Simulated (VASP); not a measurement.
# BN (I4/mmm) in VASP: single point with PBE

Aim: the single point of BN with PBE.

All numbers are computed with VASP 6.6.1; they aren't measurements. Logs are shortened: lines on timing, memory, paths and dates and some standing lists are left out, and cuts for length are marked.

## (1) The cell of the first run

It takes space group I4/mmm (No. 139, tetragonal). The conventional cell has a = 2.568 Å, b = 2.568 Å, c = 3.337 Å, α = 90.00°, β = 90.00°, γ = 90.00°. Within 2.2 Å of B (site symmetry 4/mmm) lie 6 N at 1.67 to 1.82 Å. Within 2.2 Å of N (site symmetry 4/mmm) lie 6 B at 1.67 to 1.82 Å.

## (2) Single point, PBE (epitaxial xy strain +4.0%)

The input, INCAR:

```
PREC = Accurate ; ENCUT = 520
EDIFF = 1E-7 ; ISMEAR = -1
SIGMA = 0.02 ; LREAL = False
LASPH = True ; NELM = 60
ALGO = Normal ; ISIF = 2
LWAVE = False ; LCHARG = False
GGA = PE ; NBANDS = 11
```

The input, KPOINTS:

```
Automatic mesh
0
Gamma
  12 12 12
```

The input, POSCAR:

```
BN
1.0
    0.0000000000      1.8158335546      1.6683321847
    1.8158335546      0.0000000000      1.6683321847
    1.8158335546      1.8158335546      0.0000000000
B N
1 1
Direct
    0.0000000000      0.0000000000      0.0000000000
    0.5000000000      0.5000000000      0.5000000000
```

Potentials or basis: VASP PAW PBE potentials, release 64 (B, N).

Launch:

```bash
> cat potpaw_PBE.64/B/POTCAR potpaw_PBE.64/N/POTCAR > POTCAR
> mpirun -np 1 vasp_std > vasp.out
```

OUTCAR:

```text
PREC = Accurate
   ENCUT = 520
   EDIFF = 1E-7
   ISMEAR = -1
   LREAL = False
   LASPH = True
   NELM = 60
   ISIF = 2
   GGA = PE

 ion  position               nearest neighbor table
   1  0.000  0.000  0.000-   2 1.67   2 1.67   2 1.82   2 1.82   2 1.82   2 1.82
   2  0.500  0.500  0.500-   1 1.67   1 1.67   1 1.82   1 1.82   1 1.82   1 1.82

  LATTYP: Found a body centered tetragonal cell.
 ALAT       =     2.5679764399
 C/A-ratio  =     1.2993360521

  Lattice vectors:

 A1 = (   0.0000000000,  -1.8158335546,  -1.6683321847)
 A2 = (   0.0000000000,   1.8158335546,  -1.6683321847)
 A3 = (   1.8158335546,   0.0000000000,   1.6683321847)

Analysis of symmetry for initial positions (statically):
=====================================================================
 Subroutine PRICEL returns:
 Original cell was already a primitive cell.

 Routine SETGRP: Setting up the symmetry group for a
 body centered tetragonal supercell.

 Subroutine GETGRP returns: Found 16 space group operations
 (whereof 16 operations were pure point group operations)
 out of a pool of 16 trial point group operations.

The static configuration has the point symmetry D_4h.

Analysis of symmetry for dynamics (positions and initial velocities):
=====================================================================
 Subroutine PRICEL returns:
 Original cell was already a primitive cell.

 Routine SETGRP: Setting up the symmetry group for a
 body centered tetragonal supercell.

 Subroutine GETGRP returns: Found 16 space group operations
 (whereof 16 operations were pure point group operations)
 out of a pool of 16 trial point group operations.

The dynamic configuration has the point symmetry D_4h.

 Subroutine INISYM returns: Found 16 space group operations
 (whereof 16 operations are pure point group operations),
 and found     1 'primitive' translations

----------------------------------------------------------------------------------------

                                     Primitive cell

  volume of cell :      11.0018

  direct lattice vectors                    reciprocal lattice vectors
     0.000000000  1.815833555  1.668332185    -0.275355634  0.275355634  0.299700506
     1.815833555  0.000000000  1.668332185     0.275355634 -0.275355634  0.299700506
     1.815833555  1.815833555  0.000000000     0.275355634  0.275355634 -0.299700506

  length of vectors
     2.465883975  2.465883975  2.567976440     0.491387672  0.491387672  0.491387672

  position of ions in fractional coordinates (direct lattice)
     0.000000000  0.000000000  0.000000000
     0.500000000  0.500000000  0.500000000

  ion indices of the primitive-cell ions
   primitive index   ion index
                 1           1
                 2           2

----------------------------------------------------------------------------------------

 KPOINTS: Automatic mesh

Automatic generation of k-mesh.
 Grid dimensions read from file:
 generate k-points for:   12   12   12

 Generating k-lattice:

  Cartesian coordinates                     Fractional coordinates (reciprocal lattice)
    -0.022946303  0.022946303  0.024975042     0.083333333  0.000000000  0.000000000
     0.022946303 -0.022946303  0.024975042     0.000000000  0.083333333  0.000000000
     0.022946303  0.022946303 -0.024975042    -0.000000000 -0.000000000  0.083333333

  Length of vectors
     0.040948973  0.040948973  0.040948973

  Shift w.r.t. Gamma in fractional coordinates (k-lattice)
     0.000000000  0.000000000  0.000000000

 Subroutine IBZKPT returns following result:
 ===========================================

 Found    163 irreducible k-points:

 Following reciprocal coordinates:
            Coordinates               Weight
  0.000000  0.000000  0.000000      1.000000
  0.083333 -0.000000  0.000000      8.000000
  0.166667 -0.000000  0.000000      8.000000
  0.250000 -0.000000  0.000000      8.000000
  0.333333 -0.000000  0.000000      8.000000
  0.416667  0.000000  0.000000      8.000000
[... 16 lines left out ...]
  0.500000  0.166667  0.000000      8.000000
 -0.416667  0.166667  0.000000      8.000000
 [... further k-points ...]
   k-points           NKPTS =    163   k-points in BZ     NKDIM =    163   number of bands    NBANDS=     11
   number of dos      NEDOS =    301   number of ions     NIONS =      2
   total plane-waves  NPLWV =   6480
   dimension x,y,z NGX =    18 NGY =   18 NGZ =   20
   dimension x,y,z NGXF=    36 NGYF=   36 NGZF=   40
   ions per type =               1   1
   NGX,Y,Z   is equivalent  to a cutoff of  12.14, 12.14, 12.95 a.u.
   NGXF,Y,Z  is equivalent  to a cutoff of  24.27, 24.27, 25.90 a.u.
 SYSTEM =  unknown system
   PREC   = accura    normal or accurate (medium, high low for compatibility)
   ISTART =      0    job   : 0-new  1-cont  2-samecut
   ICHARG =      2    charge: 1-file 2-atom 10-const
   ISPIN  =      1    spin polarized calculation?
   LNONCOLLINEAR =      F non collinear calculations
   LSORBIT =      F    spin-orbit coupling
   LASPH  =      T    aspherical Exc in radial PAW
   ENCUT  =  520.0 eV  38.22 Ry    6.18 a.u.   4.58  4.58  4.77*2*pi/ulx,y,z
   NELM   =     60;   NELMIN=  2; NELMDL= -5     # of ELM steps
   EDIFF  = 0.1E-06   stopping-criterion for ELM
   LREAL  =      F    real-space projection
   EDIFFG = 0.1E-05   stopping-criterion for IOM
   NSW    =      0    number of steps for IOM
   IBRION =     -1    ionic relax: 0-MD 1-quasi-New 2-CG
   NFREE  =      0    steps in history (QN), initial steepest desc. (CG)
   ISIF   =      2    stress and relaxation
   ISYM   =      2    0-nonsym 1-usesym 2-fastsym
   POTIM  = 0.5000    time-step for ionic-motion
   TEBEG  =    0.0;   TEEND  =   0.0 temperature during run
   PSTRESS=    0.0 pullay stress
   NELECT =       8.0000    total number of electrons
   NUPDOWN=      -1.0000    fix difference up-down
   EMIN   =  10.00;   EMAX   =-10.00  energy-range for DOS
   EFERMI =   0.00;   METHOD = LEGACY
   ISMEAR =    -1;   SIGMA  =   0.02  broadening in eV -4-tet -1-fermi 0-gaus
   EFERMI_NEDOS =   21; number of points for ismear=-14 and -15
   IALGO  =     38    algorithm
   IMIX   =      4    mixing-type and parameters
     AMIX     =   0.40;   BMIX     =  1.00
     AMIX_MAG =   1.60;   BMIX_MAG =  1.00
  volume/ion in A,a.u.               =       5.50        37.12
  Fermi-wavevector in a.u.,A,eV,Ry     =   1.472143  2.781947 29.486609  2.167205
  Thomas-Fermi vector in A             =   2.587193
   LORBIT       =      0    0 simple, 1 ext, 2 COOP (PROOUT), +10 PAW based schemes
   GGA     = PE    functional components
   LHFCALC =     F    Hartree Fock is set to
   AEXX    =    0.0000 exact exchange contribution
   IVDW    =     0    specifies the selected vdW correction
   LEPSILON=     F    determine dielectric tensor
   LRPA    =     F    only Hartree local field effects (RPA)
 non-spin polarized calculation
  energy-cutoff  :      520.00
  volume of cell :       11.00
 maximum number of plane-waves:       307
   NGX =  9   NGY =  9   NGZ =  9

 number of electron       7.9999999 magnetization

 Free energy of the ion-electron system (eV)
  ---------------------------------------------------
  ext. energy  EPLUGINS =         0.00000000
  ---------------------------------------------------
  free energy    TOTEN  =       -13.91061476 eV

  energy without entropy =      -13.91053802  energy(sigma->0) =      -13.91057639

 E-fermi :  10.0513     XC(G=0): -13.5829

 val. band max:       10.0103717294   @ k =  -0.1667   0.0833   0.0000
 cond. band min:      10.3027693229   @ k =   0.4167   0.4167   0.0000
 fundamental gap:      0.2923975936
 Fermi energy:        10.0513195357

 k-point     1 :       0.0000    0.0000    0.0000
  band No.  band energies     occupation
      1     -12.1532      2.00000
      2       7.7266      2.00000
      3       9.7330      2.00000
      4       9.7330      2.00000
      5      18.5169      0.00000
      6      20.2429      0.00000
      7      20.2429      0.00000
      8      24.8784      0.00000
      9      28.0222      0.00000
     10      28.0222      0.00000
     11      29.3089      0.00000

 k-point     2 :       0.0833   -0.0000    0.0000
  band No.  band energies     occupation
      1     -11.9625      2.00000
      2       7.3907      2.00000
      3       9.2770      2.00000
      4       9.6568      2.00000
      5      18.7051      0.00000
      6      19.6688      0.00000
      7      20.0519      0.00000
      8      24.2491      0.00000
      9      27.7672      0.00000
     10      28.5716      0.00000
     11      29.3590      0.00000

 k-point     3 :       0.1667   -0.0000    0.0000
  band No.  band energies     occupation
      1     -11.3956      2.00000
      2       5.8780      2.00000
      3       8.8645      2.00000
      4       9.4695      2.00000
      5      18.2443      0.00000
      6      18.3443      0.00000
      7      20.1423      0.00000
      8      23.0650      0.00000
      9      27.5453      0.00000
     10      30.1091      0.00000
     11      30.4808      0.00000

 k-point     4 :       0.2500   -0.0000    0.0000
  band No.  band energies     occupation
      1     -10.4719      2.00000
      2       3.4785      2.00000
      3       8.9053      2.00000
      4       9.2609      2.00000
      5      16.8702      0.00000
      6      17.1044      0.00000
      7      19.8170      0.00000
      8      22.6410      0.00000
      9      28.1553      0.00000
     10      32.4574      0.00000
     11      32.4618      0.00000

 k-point     5 :       0.3333   -0.0000    0.0000
  band No.  band energies     occupation
      1      -9.2456      2.00000
      2       0.9259      2.00000
      3       9.1056      2.00000
      4       9.1302      2.00000
      5      15.6086      0.00000
      6      15.9584      0.00000
      7      18.8965      0.00000
      8      22.9233      0.00000
      9      29.5050      0.00000
     10      35.1200      0.00000
     11      35.4678      0.00000
[... 211 lines left out ...]
 k-point    21 :       0.3333    0.1667    0.0000
  band No.  band energies     occupation
      1      -9.2284      2.00000
      2       2.6965      2.00000
      3       6.7730      2.00000
      4       7.8340      2.00000
      5      14.8659      0.00000
      6      19.4869      0.00000
      7      19.7697      0.00000
      8      23.0713      0.00000
      9      23.9934      0.00000
     10      37.6191      0.00000
     11      38.5709      0.00000

 k-point    22 :       0.4167    0.1667    0.0000
  band No.  band energies     occupation
      1      -7.9085      2.00000
      2       0.3264      2.00000
      3       6.6952      2.00000
      4       7.4950      2.00000
      5      13.9032      0.00000
      6      18.4490      0.00000
      7      19.6075      0.00000
      8      24.0608      0.00000
      9      25.6019      0.00000
     10      38.0760      0.00000
     11      41.3460      0.00000

 k-point    23 :       0.5000    0.1667    0.0000
  band No.  band energies     occupation
      1      -6.6882      2.00000
      2      -1.4647      2.00000
      3       6.8521      2.00000
      4       6.9505      2.00000
      5      13.6100      0.00000
      6      17.4664      0.00000
      7      19.7506      0.00000
      8      24.7025      0.00000
      9      27.9265      0.00000
     10      35.8811      0.00000
     11      41.4535      0.00000

 k-point    24 :      -0.4167    0.1667    0.0000
  band No.  band energies     occupation
      1      -6.6438      2.00000
      2      -1.5082      2.00000
      3       6.1507      2.00000
      4       7.5240      2.00000
      5      13.8471      0.00000
      6      16.6595      0.00000
      7      20.1296      0.00000
      8      25.0072      0.00000
      9      30.4772      0.00000
     10      33.5980      0.00000
     11      38.2575      0.00000

 [... further k-points ...]
[... 5 lines left out ...]
  --------------------------------------------------------------------------------------
  -------------------------------------------------------------------------------------
  Total       -0.6421624     -0.6421624      0.3845804      0.0000000     -0.0000000     -0.0000000
  in kB      -93.5170698    -93.5170698     56.0058116      0.0000000     -0.0000000     -0.0000000
  external PRESSURE =     -43.6761094 kB  Pullay stress =       0.0000000 kB

 VOLUME and BASIS-vectors are now :
 -----------------------------------------------------------------------------
  energy-cutoff  :      520.00
  volume of cell :       11.00
      direct lattice vectors                 reciprocal lattice vectors
     0.000000000  1.815833555  1.668332185    -0.275355634  0.275355634  0.299700506
     1.815833555  0.000000000  1.668332185     0.275355634 -0.275355634  0.299700506
     1.815833555  1.815833555  0.000000000     0.275355634  0.275355634 -0.299700506

 POSITION                                       TOTAL-FORCE (eV/Angst)
 -----------------------------------------------------------------------------------
      0.00000      0.00000      0.00000         0.000000      0.000000      0.000000
      1.81583      1.81583      1.66833        -0.000000      0.000000      0.000000
 -----------------------------------------------------------------------------------
    total drift:                               -0.000000     -0.000000     -0.000000

  FREE ENERGIE OF THE ION-ELECTRON SYSTEM (eV)
  ---------------------------------------------------
  free  energy   TOTEN  =       -13.9106147585 eV

  energy  without entropy=      -13.9105380215  energy(sigma->0) =      -13.91057639
```

Run time: 11 s. Hardware: 1 thread of Intel Xeon Platinum 8488C (Sapphire Rapids), shared host; peak memory 0.12 GiB.

What came out:

- Free energy: -13.9106 eV
- Pressure: -4.4 GPa
- Band gap on the k mesh: zero (band 4 reaches 10.01 eV, above the bottom of band 5 at 9.90 eV)

Stress tensor (GPa, compression positive):
```
-9.35  0.00  0.00
 0.00 -9.35  0.00
 0.00  0.00  5.60
```

Caveat: the cell differs from its parent crystal (epitaxial xy strain +4.0%).
